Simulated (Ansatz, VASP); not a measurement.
**One calculation of SnO, two programs**

```
Sn O
1.0
     3.83549    0.00000    0.00000
     0.00000    3.83549    0.00000
     0.00000    0.00000    3.95133
Sn O
2 2
Cartesian
  0.0000 1.9177 0.9710
  1.9177 0.0000 2.9803
  0.0000 0.0000 0.0000
  1.9177 1.9177 0.0000
```

Alike in both runs: task single point; functional LDA; k mesh 12 × 12 × 10; occupations gaussian, width 0.15 eV; no spin polarisation.

|  | VASP | Ansatz |
| --- | --- | --- |
| version | VASP 6.6.1 | Ansatz 0.2.0 |
| potentials or method | VASP PAW LDA potentials, release 64 (Sn_d, O), cutoff 520 eV | scalar-relativistic, plane waves, PAW |
| valence electrons in the cell | 40 | 40 |

Ansatz gave:

```
gap on the k mesh at the Fermi level (eV)                     : 0.35
least direct gap on the mesh (eV)                             : 1.24
pressure (GPa)                                                : 12.7
traceless stress, the component that is largest in VASP (GPa) : 5.08
rms of the force components (eV/Å)                            : 0.781
```

Question: Estimate VASP's values.

Answer: gap on the k mesh at the Fermi level (eV): 0.33; least direct gap on the mesh (eV): 1.18; pressure (GPa): 13.4; traceless stress, the component that is largest in VASP (GPa): 4.92; rms of the force components (eV/Å): 0.831.

LDA's correlation is that of Perdew and Zunger in VASP and of Perdew and Wang (1992) in Ansatz. Atom by atom the forces differ by 0.050 eV/Å (rms over components).
